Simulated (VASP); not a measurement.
# Si2Mo: single point with PBE

Si2Mo:

```
Si Mo
1.0
     4.71085    0.00000    0.00000
    -2.35542    4.07971    0.00000
     0.00000    0.00000    6.71809
Si Mo
6 3
Direct
  0.16418 0.83582 0.83333
  0.32836 0.16418 0.16667
  0.83582 0.67164 0.50000
  0.83582 0.16418 0.83333
  0.67164 0.83582 0.16667
  0.16418 0.32836 0.50000
  0.50000 0.00000 0.50000
  0.00000 0.50000 0.16667
  0.50000 0.50000 0.83333
```

This cell differs from its parent crystal: volume scaled by 1.06, then relaxed in part.

```
Program             : VASP 6.6.1
Task                : single point
Functional          : PBE
Potentials or basis : VASP PAW PBE potentials, release 64 (Si, Mo_sv)
Cutoff              : 520 eV
k mesh              : 12 × 12 × 6
Occupations         : gaussian, width 0.01 eV
Spin                : no spin polarisation
```

```yaml
Pressure: -10.4 GPa
Largest_force: 0.004 eV/Å
Band_gap_on_the_k_mesh: 0.07 eV, indirect (least direct gap 0.45 eV)
```

Forces on the atoms (eV/Å):
```
Si  -0.003  0.002  0.000
Si  -0.003 -0.002  0.000
Si   0.000  0.004  0.000
Si   0.003 -0.002  0.000
Si   0.003  0.002  0.000
Si   0.000 -0.004  0.000
Mo   0.000  0.000  0.000
Mo   0.000  0.000  0.000
Mo   0.000  0.000  0.000
```

Stress tensor (GPa, compression positive):
```
-10.36   0.00   0.00
  0.00 -10.36   0.00
  0.00   0.00 -10.46
```

Levels at points of the mesh, in eV from the valence-band top:
```tsv
k point	band 29	band 30	band 31	band 32	band 33	band 34	band 35	band 36	band 37	band 38
(0.00, 0.00, 0.00)	-2.85	-2.85	-2.65	-2.04	-0.71	1.77	2.00	2.09	2.09	2.33
(0.50, 0.00, 0.00)	-2.10	-1.93	-1.40	-0.97	-0.58	0.07	0.63	0.75	1.17	1.62
(0.00, 0.00, 0.50)	-2.25	-2.25	-2.06	-0.63	-0.63	1.56	1.92	1.92	2.02	2.34
(0.50, 0.00, 0.50)	-2.77	-2.53	-1.79	-1.17	0.00	0.45	0.97	1.19	1.21	1.52
```

It took 3.7 min on 1 thread of AMD EPYC 9R45 96-Core Processor (Zen 5) (shared host), peak memory 0.42 GiB.

 A k mesh can miss the band edges.
